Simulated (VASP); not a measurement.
Here is a VASP 6.6.1 calculation.

Contents of INCAR:

```
  ALGO = Normal
  EDIFF = 1E-6
  ENCUT = 520
  GGA = RP
  ISIF = 2
  ISMEAR = -1
  LASPH = True
  LCHARG = True
  LELF = True
  LREAL = False
  LVHAR = True
  LWAVE = False
  NBANDS = 12
  NELM = 80
  PREC = Accurate
  SIGMA = 0.1
```

The input KPOINTS:

```
k-points
0
Gamma
  13 13 13
```

POSCAR

```
Cd
1.0
   -1.8413924281      1.8413924281      1.8413924281
    1.8413924281     -1.8413924281      1.8413924281
    1.8413924281      1.8413924281     -1.8413924281
Cd
1
Direct
    0.0000000000      0.0000000000      0.0000000000
```

Potentials or basis: VASP PAW PBE potentials, release 64 (Cd).

Command:

```bash
$ cat potpaw_PBE.64/Cd/POTCAR > POTCAR
$ mpirun -np 1 vasp_std > vasp.out
```

Task: Estimate the pressure.

Result: 0.1 GPa.

Task: Estimate the band gap on the k mesh.

Result: Zero (band 6 reaches 4.59 eV, above the bottom of band 7 at 1.12 eV).

Caveat: the PAW data sets were made with another functional, which shifts forces and pressure a little.
